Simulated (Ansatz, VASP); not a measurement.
## Two plane-wave programs on BAs

POSCAR

```
BAs
1.0
    0.0000000000      2.3918676041      2.3201115760
    2.3918676041      0.0000000000      2.3201115760
    2.3918676041      2.3918676041      0.0000000000
B As
1 1
Direct
    0.0000000000      0.0000000000      0.0000000000
    0.2500000000      0.2500000000      0.2500000000
```

Contents of INCAR.step1:

```
PREC = Accurate
ENCUT = 520
ISMEAR = 0
SIGMA = 0.01
LREAL = False
LASPH = True
NELM = 100
NBANDS = 11
GGA = PE
ALGO = Normal
EDIFF = 1E-4
LWAVE = True
LCHARG = False
```

The input INCAR.step2:

```
PREC = Accurate
ENCUT = 520
EDIFF = 1E-6
ISMEAR = 0
SIGMA = 0.01
LREAL = False
LASPH = True
NELM = 100
ALGO = Normal
ISIF = 2
LWAVE = False
LCHARG = False
METAGGA = R2SCAN
LMIXTAU = True
NBANDS = 11
ISTART = 1
```

KPOINTS

```
Automatic mesh
0
Gamma
  10 10 10
```

Input for Ansatz:

```yaml
crystal:
  lattice:
    - [0.0, 2.3918676041, 2.320111576]
    - [2.3918676041, 0.0, 2.320111576]
    - [2.3918676041, 2.3918676041, 0.0]
  atoms:
    - { symbol: B, position: [0.0, 0.0, 0.0] }
    - { symbol: As, position: [0.25, 0.25, 0.25] }
kpoints:
  mp_grid: { grid: [10, 10, 10] }
  band_path:
    path:
      - [0.0, 0.0, 0.0]
      - [-0.5, -0.5, 0.0]
      - [-0.375, -0.375, 0.25]
      - [-0.375, 0.0, 0.375]
      - [0.0, 0.0, 0.5]
      - [-0.5, -0.25, 0.25]
      - [0.398438, 0.398438, 0.0]
    npoints: 1
hamiltonian:
  xc: r2scan
scf:
  occupations: { method: fixed }
  n_extra_bands: 4
output:
  forces: true
  stress: true
  eigenvalues: true
```

Change from the starting cell: uniaxial_z strain -3.0%.

Alike in both runs: task single point; functional r2SCAN; k mesh 10 × 10 × 10; no spin polarisation.

```csv
,VASP,Ansatz
version,VASP 6.6.1,Ansatz 0.2.0
potentials or method,"VASP PAW PBE potentials, release 64 (B, As)","plane waves, PAW"
plane-wave cutoff (eV),520,500
occupations,"gaussian, width 0.01 eV",fixed
valence electrons in the cell,8,18
```

VASP gave:

```
gap on the k mesh at the Fermi level (eV)                     : 0.85
pressure (GPa)                                                : 4.9
traceless stress, the component that is largest in VASP (GPa) : 4.43
```

Question: What did Ansatz give for the same quantities?

Answer: gap on the k mesh at the Fermi level (eV): 0.85; pressure (GPa): 4.6; traceless stress, the component that is largest in VASP (GPa): 4.44.

VASP's potentials were made for PBE, not for r2SCAN. VASP's potentials hold 8 valence electrons a cell and Ansatz's 18, so a difference there can come from the potentials and not from the codes.
